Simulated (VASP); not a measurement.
# C in VASP: single point with PBEsol

Aim: the single point of C with PBEsol.

All numbers are computed with VASP 6.6.1; they aren't measurements. Logs are shortened: lines on timing, memory, paths and dates and some standing lists are left out, and cuts for length are marked.

### Step 1. The cell of the first run

The cell holds a slab with vacuum, 8 atoms: a = 2.459 Å, b = 2.459 Å, c = 26.074 Å, α = 90.00°, β = 90.00°, γ = 120.00°.

### Step 2. Single point, PBEsol

The input, INCAR:

```
PREC = Accurate
ENCUT = 520
EDIFF = 1E-6
ISMEAR = 0
SIGMA = 0.05
LREAL = F
LASPH = T
NELM = 80
ALGO = Normal
ISIF = 2
LWAVE = F
LCHARG = F
LDIPOL = T
IDIPOL = 3
DIPOL = 0.5 0.5 0.500
GGA = PS
NBANDS = 26
```

The input, KPOINTS:

```
Automatic mesh
0
Gamma
  12 12 1
```

The input, POSCAR:

```
C
1.0
    2.4588524064      0.0000000000      0.0000000000
   -1.2294262032      2.1294003736      0.0000000000
    0.0000000000      0.0000000000     26.0739650403
C
8
Direct
    0.6666962522      0.3333925044      0.2876432483
    0.3333037478      0.6666074956      0.2876432483
    0.1666962522      0.3333925044      0.4292144161
    0.8333037478      0.6666074956      0.4292144161
    0.6666962522      0.3333925044      0.5707855839
    0.3333037478      0.6666074956      0.5707855839
    0.1666962522      0.3333925044      0.7123567517
    0.8333037478      0.6666074956      0.7123567517
```

Potentials or basis: VASP PAW PBE potentials, release 64 (C).

The run is started by

```console
> cat potpaw_PBE.64/C/POTCAR > POTCAR
> mpirun -np 1 vasp_std > vasp.out
```

OUTCAR:

```text
PREC = Accurate
   ENCUT = 520
   EDIFF = 1E-6
   ISMEAR = 0
   LREAL = F
   LASPH = T
   NELM = 80
   ISIF = 2
   GGA = PS

 ion  position               nearest neighbor table
   1  0.667  0.333  0.288-   2 1.42   2 1.42   2 1.42
   2  0.333  0.667  0.288-   1 1.42   1 1.42   1 1.42
   3  0.167  0.333  0.429-   4 1.42   4 1.42   4 1.42
   4  0.833  0.667  0.429-   3 1.42   3 1.42   3 1.42
   5  0.667  0.333  0.571-   6 1.42   6 1.42   6 1.42
   6  0.333  0.667  0.571-   5 1.42   5 1.42   5 1.42
   7  0.167  0.333  0.712-   8 1.42   8 1.42   8 1.42
   8  0.833  0.667  0.712-   7 1.42   7 1.42   7 1.42

  LATTYP: Found a hexagonal cell.
 ALAT       =     2.4588524064
 C/A-ratio  =    10.6041196179

  Lattice vectors:

 A1 = (   2.4588524064,   0.0000000000,   0.0000000000)
 A2 = (  -1.2294262032,   2.1294003736,   0.0000000000)
 A3 = (   0.0000000000,   0.0000000000,  26.0739650403)

Analysis of symmetry for initial positions (statically):
=====================================================================
 Subroutine PRICEL returns:
 Original cell was already a primitive cell.

 Routine SETGRP: Setting up the symmetry group for a
 hexagonal supercell.

 Subroutine GETGRP returns: Found  8 space group operations
 (whereof  4 operations were pure point group operations)
 out of a pool of 24 trial point group operations.

The static configuration has the point symmetry C_2v.
 The point group associated with its full space group is D_2h.

Analysis of symmetry for dynamics (positions and initial velocities):
=====================================================================
 Subroutine PRICEL returns:
 Original cell was already a primitive cell.

 Routine SETGRP: Setting up the symmetry group for a
 hexagonal supercell.

 Subroutine GETGRP returns: Found  8 space group operations
 (whereof  4 operations were pure point group operations)
 out of a pool of 24 trial point group operations.

The dynamic configuration has the point symmetry C_2v.
 The point group associated with its full space group is D_2h.

 Subroutine INISYM returns: Found  8 space group operations
 (whereof  4 operations are pure point group operations),
 and found     1 'primitive' translations

----------------------------------------------------------------------------------------

                                     Primitive cell

  volume of cell :     136.5202

  direct lattice vectors                    reciprocal lattice vectors
     2.458852406  0.000000000  0.000000000     0.406693788  0.234807886  0.000000000
    -1.229426203  2.129400374  0.000000000     0.000000000  0.469615772  0.000000000
     0.000000000  0.000000000 26.073965040     0.000000000  0.000000000  0.038352433

  length of vectors
     2.458852406  2.458827920 26.073965040     0.469611095  0.469615772  0.038352433

  position of ions in fractional coordinates (direct lattice)
     0.666696252  0.333392504  0.287643248
     0.333303748  0.666607496  0.287643248
     0.166696252  0.333392504  0.429214416
     0.833303748  0.666607496  0.429214416
     0.666696252  0.333392504  0.570785584
     0.333303748  0.666607496  0.570785584
     0.166696252  0.333392504  0.712356752
     0.833303748  0.666607496  0.712356752

  ion indices of the primitive-cell ions
   primitive index   ion index
                 1           1
                 2           2
                 3           3
                 4           4
                 5           5
                 6           6
                 7           7
                 8           8

----------------------------------------------------------------------------------------

 KPOINTS: Automatic mesh

Automatic generation of k-mesh.
 Grid dimensions read from file:
 generate k-points for:   12   12    1

 Generating k-lattice:

  Cartesian coordinates                     Fractional coordinates (reciprocal lattice)
     0.033891149  0.019567324  0.000000000     0.083333333  0.000000000  0.000000000
     0.000000000  0.039134648  0.000000000     0.000000000  0.083333333  0.000000000
     0.000000000  0.000000000  0.038352433     0.000000000  0.000000000  1.000000000

  Length of vectors
     0.039134258  0.039134648  0.038352433

  Shift w.r.t. Gamma in fractional coordinates (k-lattice)
     0.000000000  0.000000000  0.000000000

 Subroutine IBZKPT returns following result:
 ===========================================

 Found     43 irreducible k-points:

 Following reciprocal coordinates:
            Coordinates               Weight
  0.000000  0.000000  0.000000      1.000000
  0.083333  0.000000  0.000000      4.000000
  0.000000  0.083333  0.000000      2.000000
  0.166667  0.000000  0.000000      4.000000
  0.000000  0.166667  0.000000      2.000000
  0.250000  0.000000  0.000000      4.000000
[... 16 lines left out ...]
 -0.083333  0.416667  0.000000      4.000000
 -0.416667  0.333333  0.000000      4.000000
 [... further k-points ...]
   k-points           NKPTS =     43   k-points in BZ     NKDIM =     43   number of bands    NBANDS=     26
   number of dos      NEDOS =    301   number of ions     NIONS =      8
   total plane-waves  NPLWV =  63504
   dimension x,y,z NGX =    18 NGY =   18 NGZ =  196
   dimension x,y,z NGXF=    36 NGYF=   36 NGZF=  392
   ions per type =               8
   NGX,Y,Z   is equivalent  to a cutoff of  12.17, 12.17, 12.50 a.u.
   NGXF,Y,Z  is equivalent  to a cutoff of  24.34, 24.34, 24.99 a.u.
 SYSTEM =  unknown system
   PREC   = accura    normal or accurate (medium, high low for compatibility)
   ISTART =      0    job   : 0-new  1-cont  2-samecut
   ICHARG =      2    charge: 1-file 2-atom 10-const
   ISPIN  =      1    spin polarized calculation?
   LNONCOLLINEAR =      F non collinear calculations
   LSORBIT =      F    spin-orbit coupling
   LASPH  =      T    aspherical Exc in radial PAW
   ENCUT  =  520.0 eV  38.22 Ry    6.18 a.u.   4.57  4.57 48.48*2*pi/ulx,y,z
   NELM   =     80;   NELMIN=  2; NELMDL= -5     # of ELM steps
   EDIFF  = 0.1E-05   stopping-criterion for ELM
   LREAL  =      F    real-space projection
   EDIFFG = 0.1E-04   stopping-criterion for IOM
   NSW    =      0    number of steps for IOM
   IBRION =     -1    ionic relax: 0-MD 1-quasi-New 2-CG
   NFREE  =      0    steps in history (QN), initial steepest desc. (CG)
   ISIF   =      2    stress and relaxation
   ISYM   =      2    0-nonsym 1-usesym 2-fastsym
   POTIM  = 0.5000    time-step for ionic-motion
   TEBEG  =    0.0;   TEEND  =   0.0 temperature during run
   PSTRESS=    0.0 pullay stress
   NELECT =      32.0000    total number of electrons
   NUPDOWN=      -1.0000    fix difference up-down
   EMIN   =  10.00;   EMAX   =-10.00  energy-range for DOS
   EFERMI =   0.00;   METHOD = LEGACY
   ISMEAR =     0;   SIGMA  =   0.05  broadening in eV -4-tet -1-fermi 0-gaus
   EFERMI_NEDOS =   21; number of points for ismear=-14 and -15
   IALGO  =     38    algorithm
   IMIX   =      4    mixing-type and parameters
     AMIX     =   0.40;   BMIX     =  1.00
     AMIX_MAG =   1.60;   BMIX_MAG =  1.00
  volume/ion in A,a.u.               =      17.07       115.16
  Fermi-wavevector in a.u.,A,eV,Ry     =   1.009390  1.907471 13.862556  1.018869
  Thomas-Fermi vector in A             =   2.142316
   LORBIT       =      0    0 simple, 1 ext, 2 COOP (PROOUT), +10 PAW based schemes
   GGA     = PS    functional components
   LHFCALC =     F    Hartree Fock is set to
   AEXX    =    0.0000 exact exchange contribution
   IVDW    =     0    specifies the selected vdW correction
   LEPSILON=     F    determine dielectric tensor
   LRPA    =     F    only Hartree local field effects (RPA)
 non-spin polarized calculation
 Gauss-broadening in eV      SIGMA  =   0.05
  energy-cutoff  :      520.00
  volume of cell :      136.52
 maximum number of plane-waves:      3724
   NGX =  9   NGY =  9   NGZ = 97

 dipolmoment           0.000000      0.000000      0.000000 electrons x Angstroem

 number of electron      31.9999990 magnetization

 dipolmoment           0.000000      0.000000     -0.000000 electrons x Angstroem

 Free energy of the ion-electron system (eV)
  ---------------------------------------------------
  ext. energy  EPLUGINS =         0.00000000
  ---------------------------------------------------
  free energy    TOTEN  =       -77.13736131 eV

  energy without entropy =      -77.13691962  energy(sigma->0) =      -77.13714047

 E-fermi :   0.3159     XC(G=0):  -5.8439

 val. band max:        0.2769662034   @ k =   0.3333   0.3333   0.0000
 cond. band min:       0.3551524766   @ k =   0.3333   0.3333   0.0000
 fundamental gap:      0.0781862732
 Fermi energy:         0.3159104841

 k-point     1 :       0.0000    0.0000    0.0000
  band No.  band energies     occupation
      1     -19.2854      2.00000
      2     -19.2533      2.00000
      3     -19.2096      2.00000
      4     -19.1712      2.00000
      5      -7.8599      2.00000
      6      -7.5817      2.00000
[... 18 lines left out ...]
     25       8.6797      0.00000
     26       8.7126      0.00000

 k-point     2 :       0.0833    0.0000    0.0000
  band No.  band energies     occupation
      1     -19.1198      2.00000
      2     -19.0880      2.00000
      3     -19.0448      2.00000
      4     -19.0069      2.00000
      5      -7.6589      2.00000
      6      -7.3825      2.00000
[... 18 lines left out ...]
     25       8.7392      0.00000
     26       8.7591      0.00000

 k-point     3 :       0.0000    0.0833    0.0000
  band No.  band energies     occupation
      1     -19.1198      2.00000
      2     -19.0880      2.00000
      3     -19.0448      2.00000
      4     -19.0069      2.00000
      5      -7.6591      2.00000
      6      -7.3826      2.00000
[... 18 lines left out ...]
     25       8.7296      0.00000
     26       8.7411      0.00000

 k-point     4 :       0.1667    0.0000    0.0000
  band No.  band energies     occupation
      1     -18.6246      2.00000
      2     -18.5940      2.00000
      3     -18.5523      2.00000
      4     -18.5156      2.00000
      5      -7.0605      2.00000
      6      -6.7900      2.00000
[... 18 lines left out ...]
     25       8.7031      0.00000
     26       8.7140      0.00000

 k-point     5 :       0.0000    0.1667    0.0000
  band No.  band energies     occupation
      1     -18.6246      2.00000
      2     -18.5940      2.00000
      3     -18.5523      2.00000
      4     -18.5155      2.00000
      5      -7.0614      2.00000
      6      -6.7905      2.00000
[... 18 lines left out ...]
     25       8.6973      0.00000
     26       8.7164      0.00000

 k-point     6 :       0.2500    0.0000    0.0000
  band No.  band energies     occupation
      1     -17.8056      2.00000
      2     -17.7770      2.00000
      3     -17.7376      2.00000
      4     -17.7028      2.00000
      5      -7.1030      2.00000
      6      -7.0951      2.00000
[... 427 lines left out ...]
 k-point    21 :      -0.3333    0.2500    0.0000
  band No.  band energies     occupation
      1     -17.1572      2.00000
      2     -17.1300      2.00000
      3     -17.0926      2.00000
      4     -17.0594      2.00000
      5      -8.1899      2.00000
      6      -8.1801      2.00000
[... 18 lines left out ...]
     25       8.3169      0.00000
     26       8.9863      0.00000

 k-point    22 :       0.3333    0.0833    0.0000
  band No.  band energies     occupation
      1     -15.8818      2.00000
      2     -15.8575      2.00000
      3     -15.8237      2.00000
      4     -15.7935      2.00000
      5     -10.3327      2.00000
      6     -10.3198      2.00000
[... 18 lines left out ...]
     25       8.6965      0.00000
     26       8.7435      0.00000

 k-point    23 :      -0.0833    0.4167    0.0000
  band No.  band energies     occupation
      1     -15.8824      2.00000
      2     -15.8577      2.00000
      3     -15.8233      2.00000
      4     -15.7926      2.00000
      5     -10.3308      2.00000
      6     -10.3180      2.00000
[... 18 lines left out ...]
     25       8.7706      0.00000
     26       8.7708      0.00000

 k-point    24 :      -0.4167    0.3333    0.0000
  band No.  band energies     occupation
      1     -15.8817      2.00000
      2     -15.8575      2.00000
      3     -15.8238      2.00000
      4     -15.7937      2.00000
      5     -10.3339      2.00000
      6     -10.3203      2.00000
[... 18 lines left out ...]
     25       8.7327      0.00000
     26       8.7586      0.00000

 [... further k-points ...]

------------------------ aborting loop because EDIFF is reached ----------------------------------------

 vacuum level on the upper side and lower side of the slab       (xc-potential included)        -0.132        -0.132

  FORCE on cell =-STRESS in cart. coord.  units (eV):
  Direction    XX          YY          ZZ          XY          YZ          ZX
  --------------------------------------------------------------------------------------
  -------------------------------------------------------------------------------------
  Total        0.5513592      0.4439866     -0.0975361      0.0000000      0.0000000      0.0000000
  in kB        6.4706560      5.2105499     -1.1446667      0.0000000      0.0000000      0.0000000
  external PRESSURE =       3.5121797 kB  Pullay stress =       0.0000000 kB

 VOLUME and BASIS-vectors are now :
 -----------------------------------------------------------------------------
  energy-cutoff  :      520.00
  volume of cell :      136.52
      direct lattice vectors                 reciprocal lattice vectors
     2.458852406  0.000000000  0.000000000     0.406693788  0.234807886  0.000000000
    -1.229426203  2.129400374  0.000000000     0.000000000  0.469615772  0.000000000
     0.000000000  0.000000000 26.073965040     0.000000000  0.000000000  0.038352433

 POSITION                                       TOTAL-FORCE (eV/Angst)
 -----------------------------------------------------------------------------------
      1.22943      0.70993      7.50000        -0.000000     -0.012151      0.003430
      0.00000      1.41947      7.50000         0.000000      0.012151      0.003430
     -0.00000      0.70993     11.19132        -0.000000     -0.010548     -0.002432
      1.22943      1.41947     11.19132         0.000000      0.010548     -0.002432
      1.22943      0.70993     14.88264        -0.000000     -0.010548      0.002432
      0.00000      1.41947     14.88264         0.000000      0.010548      0.002432
     -0.00000      0.70993     18.57397        -0.000000     -0.012151     -0.003430
      1.22943      1.41947     18.57397         0.000000      0.012151     -0.003430
 -----------------------------------------------------------------------------------
    total drift:                                0.000000      0.000000     -0.000000

  FREE ENERGIE OF THE ION-ELECTRON SYSTEM (eV)
  ---------------------------------------------------
  free  energy   TOTEN  =       -77.1373613125 eV

  energy  without entropy=      -77.1369196243  energy(sigma->0) =      -77.13714047

 vacuum level on the upper side and lower side of the slab         4.568         4.568
```

It took 3.3 min on 1 thread of Intel Xeon Platinum 8175M at 2.50GHz (Skylake/Cascade Lake), shared host; peak memory 0.28 GiB.

What came out:

| Quantity | Value |
| --- | --- |
| Free energy | -77.1374 eV |
| Largest force | 0.013 eV/Å |

Forces in eV/Å, atoms in the order of the input:
```
C    0.000 -0.012  0.003
C    0.000  0.012  0.003
C    0.000 -0.011 -0.002
C    0.000  0.011 -0.002
C    0.000 -0.011  0.002
C    0.000  0.011  0.002
C    0.000 -0.012 -0.003
C    0.000  0.012 -0.003
```

Caveat: the PAW data sets were made with another functional, which shifts forces and pressure a little.
